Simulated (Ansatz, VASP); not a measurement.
One calculation of SiGe, two programs

```
Si Ge
1.0
     3.90359    0.00000    0.00000
    -1.95180    3.38061    0.00000
     0.00000    0.00000    6.45110
Si Ge
2 2
Cartesian
  1.9518 1.1269 5.6415
  0.0000 2.2537 2.4160
  1.9518 1.1269 3.1279
  0.0000 2.2537 -0.0977
```

Alike in both runs: task single point; functional LDA; k mesh 12 × 12 × 6; occupations gaussian, width 0.03 eV; no spin polarisation.

```csv
,VASP,Ansatz
version,VASP 6.6.1,Ansatz 0.2.0
potentials or method,"VASP PAW LDA potentials, release 64 (Si, Ge_d), cutoff 520 eV","scalar-relativistic, plane waves, PAW"
valence electrons in the cell,36,36
```

Ansatz gave:

* gap on the k mesh at the Fermi level (eV): 0.09
* least direct gap on the mesh (eV): 0.11
* pressure (GPa): -1.7
* traceless stress, the component that is largest in VASP (GPa): -3.06
* rms of the force components (eV/Å): 0.583

Problem. Estimate VASP's values.

Solution. gap on the k mesh at the Fermi level (eV): 0.08; least direct gap on the mesh (eV): 0.09; pressure (GPa): -1.6; traceless stress, the component that is largest in VASP (GPa): -3.08; rms of the force components (eV/Å): 0.584.

Ansatz warns that its potentials were made for another functional, while VASP's fit it. LDA's correlation is that of Perdew and Zunger in VASP and of Perdew and Wang (1992) in Ansatz. Atom by atom the forces differ by 0.001 eV/Å (rms over components).
